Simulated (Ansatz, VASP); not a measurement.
# Au in VASP and in Ansatz

```
Au
1.0
     0.00000    2.04186    2.04186
     2.04186    0.00000    2.04186
     2.04186    2.04186    0.00000
Au
1
Direct
  0.00000 0.00000 0.00000
```

Alike in both runs: functional PBEsol; k mesh 18 × 18 × 18; occupations gaussian, width 0.1 eV; no spin polarisation.

Ansatz relaxed the structure, and its values are those at the end. VASP's run is a single point on that final structure, the one shown.

```csv
,VASP,Ansatz
version,VASP 6.6.1,Ansatz 0.2.0
potentials or method,"VASP PAW PBE potentials, release 64 (Au), cutoff 520 eV","scalar-relativistic, plane waves, PAW"
valence electrons in the cell,11,19
```

VASP gave:

| Property | Result |
| --- | --- |
| gap on the k mesh at the Fermi level (eV) | none |
| pressure (GPa) | -0.3 |

Estimate Ansatz's values.

gap on the k mesh at the Fermi level (eV): none; pressure (GPa): 0.0.

VASP's potentials were made for PBE, not for PBEsol. A gap of «none» marks a metal or a gap that the smearing closes. VASP's potentials hold 11 valence electrons a cell and Ansatz's 19, so a difference there can come from the potentials and not from the codes.

Spin-orbit coupling is off throughout.
